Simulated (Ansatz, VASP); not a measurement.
## One calculation of TiO, two programs

```
CELL_PARAMETERS angstrom
3.03100 0.00000 0.00000
-1.51550 2.62492 0.00000
0.00000 0.00000 3.23770
ATOMIC_POSITIONS crystal
Ti 0.66667 0.33333 0.00000
O 0.00000 0.00000 0.50000
```

Alike in both runs: task single point; functional PBEsol; k mesh 18 × 18 × 14; occupations tetrahedron; no spin polarisation.

|  | VASP | Ansatz |
| --- | --- | --- |
| version | VASP 6.6.1 | Ansatz 0.2.0 |
| potentials or method | VASP PAW PBE potentials, release 64 (Ti_sv, O), cutoff 520 eV | scalar-relativistic, plane waves, PAW |
| valence electrons in the cell | 18 | 18 |

|  | VASP | Ansatz | Ansatz less VASP |
| --- | --- | --- | --- |
| gap on the k mesh at the Fermi level (eV) | 0.02 | 0.02 | 0.000 |
| least direct gap on the mesh (eV) | 0.02 | 0.02 | 0.000 |

VASP's potentials were made for PBE, not for PBEsol. With one functional, cell and mesh, what is left measures potentials, basis and numerics. Ansatz's warnings: band table not solved further, tetrahedron derivatives may miss energy slope.
